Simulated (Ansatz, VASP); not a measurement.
**Two plane-wave programs on HfZr2Te6**

Contents of INCAR:

```
SYSTEM = HfZr2Te6
PREC     = Accurate       ! precision mode
ENCUT    = 520            ! plane-wave cutoff, eV
EDIFF    = 1E-7           ! SCF threshold, eV
ISMEAR   = 0              ! smearing method
SIGMA    = 0.2            ! smearing width, eV
LREAL    = .False.        ! projectors in reciprocal space
LASPH    = .True.         ! aspherical terms in the spheres
NELM     = 100            ! most SCF steps
ALGO     = Normal         ! electronic algorithm
ISIF     = 2              ! what is computed and relaxed
LWAVE    = .False.        ! write WAVECAR
LCHARG   = .True.         ! write CHGCAR
GGA      = PE             ! functional
LELF     = .True.         ! ELF
LVHAR    = .True.       
NBANDS   = 45             ! bands
```

The input KPOINTS:

```
Automatic mesh
0
Gamma
  6 6 4
  0 0 0
```

The input POSCAR:

```
HfZr2Te6
1.0
    6.8944168040      0.0000000000      0.0000000000
   -3.4472084020      5.9707400965      0.0000000000
    0.0000000000      0.0000000000      7.1133821000
Zr Hf Te
2 1 6
Direct
    0.3333333333      0.6666666667      0.0000000000
    0.6666666667      0.3333333333      0.0000000000
    0.0000000000      0.0000000000      0.0000000000
    0.6687410000      0.0000000000      0.7489540000
    0.3312590000      0.3312590000      0.7489540000
    1.0000000000      0.6687410000      0.7489540000
    0.3312590000      0.0000000000      0.2510460000
    1.0000000000      0.3312590000      0.2510460000
    0.6687410000      0.6687410000      0.2510460000
```

Input for Ansatz:

```yaml
crystal:
  lattice:
    - [6.894416804, 0.0, 0.0]
    - [-3.447208402, 5.9707400965, 0.0]
    - [0.0, 0.0, 7.1133821]
  atoms:
    - { symbol: Zr, position: [0.3333333333, 0.6666666667, 0.0] }
    - { symbol: Zr, position: [0.6666666667, 0.3333333333, 0.0] }
    - { symbol: Hf, position: [0.0, 0.0, 0.0] }
    - { symbol: Te, position: [0.668741, 0.0, 0.748954] }
    - { symbol: Te, position: [0.331259, 0.331259, 0.748954] }
    - { symbol: Te, position: [1.0, 0.668741, 0.748954] }
    - { symbol: Te, position: [0.331259, 0.0, 0.251046] }
    - { symbol: Te, position: [1.0, 0.331259, 0.251046] }
    - { symbol: Te, position: [0.668741, 0.668741, 0.251046] }
basis:
  ecutwfc: 420
kpoints:
  mp_grid: { grid: [6, 6, 4] }
hamiltonian:
  xc: pbe
scf:
  occupations: { method: gaussian, width: 0.2 }
  lower_state_search: "off"
output:
  forces: true
  stress: true
  eigenvalues: true
```

Alike in both runs: task single point; functional PBE; k mesh 6 × 6 × 4; occupations gaussian, width 0.2 eV; no spin polarisation.

|  | VASP | Ansatz |
| --- | --- | --- |
| version | VASP 6.6.1 | Ansatz 0.2.0 |
| potentials or method | VASP PAW PBE potentials, release 64 (Zr_sv, Hf_pv, Te), cutoff 520 eV | scalar-relativistic, plane waves, PAW |
| valence electrons in the cell | 70 | 146 |

|  | VASP | Ansatz | Ansatz less VASP |
| --- | --- | --- | --- |
| gap on the k mesh at the Fermi level (eV) | none | none | - |
| pressure (GPa) | 0.0 | 0.0 | +0.04 |
| traceless stress, the component that is largest in VASP (GPa) | 0.09 | 0.08 | -0.011 |
| rms of the force components (eV/Å) | 0.013 | 0.009 | -0.0043 |

Atom by atom the forces differ by 0.008 eV/Å (rms over components). A gap of «none» marks a metal or a gap that the smearing closes. The functional is the same, so the differences come from potentials, cutoffs and numerics. VASP's potentials hold 70 valence electrons a cell and Ansatz's 146, so a difference there can come from the potentials and not from the codes.

Neither program's run includes spin-orbit coupling.
